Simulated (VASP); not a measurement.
Here is a VASP 6.6.1 calculation.

Contents of INCAR:

```
PREC = Accurate
ENCUT = 600
EDIFF = 1E-7
ISMEAR = 0
SIGMA = 0.01
LREAL = False
LASPH = True
NELM = 100
ALGO = Normal
ISIF = 3
LWAVE = False
LCHARG = False
GGA = PE
IBRION = 2
NSW = 80
EDIFFG = -0.001
```

File KPOINTS:

```
Automatic mesh
0
Gamma
  6 6 6
```

File POSCAR:

```
Cd3HgSe4
1.0
    6.2119693897      0.0000000000      0.0000000000
    0.0000000000      6.2119693897      0.0000000000
    0.0000000000      0.0000000000      6.2119693897
Cd Hg Se
3 1 4
Direct
    0.5000000000      0.0000000000      0.0000000000
    0.0000000000      0.0000000000      0.5000000000
    0.0000000000      0.5000000000      0.0000000000
    0.5000000000      0.5000000000      0.5000000000
    0.7518097135      0.2481902865      0.7518097135
    0.7518097135      0.7518097135      0.2481902865
    0.2481902865      0.2481902865      0.2481902865
    0.2481902865      0.7518097135      0.7518097135
```

Potentials or basis: VASP PAW PBE potentials, release 64 (Cd, Hg, Se).

Launch:

```sh
$ cat potpaw_PBE.64/Cd/POTCAR potpaw_PBE.64/Hg/POTCAR potpaw_PBE.64/Se/POTCAR > POTCAR
$ mpirun -np 1 vasp_std > vasp.out
```

Task: Predict the relaxed volume.

Result: 30.10 Å³/atom.

Task: What does it give for the relaxed cell?

Result: a = 6.222 Å, b = 6.222 Å, c = 6.222 Å, α = 90.00°, β = 90.00°, γ = 90.00°.

The path:
```
step  energy change (eV)  largest force (eV/Å)  pressure (GPa)  volume (Å³)
   1              0.0000                0.0018            0.21       239.71
   2             -0.0007                0.0010           -0.04       241.09
   3             -0.0007                0.0011            0.00       240.84
   4             -0.0007                0.0011            0.00       240.82
   5             -0.0007                0.0007            0.00       240.82
```
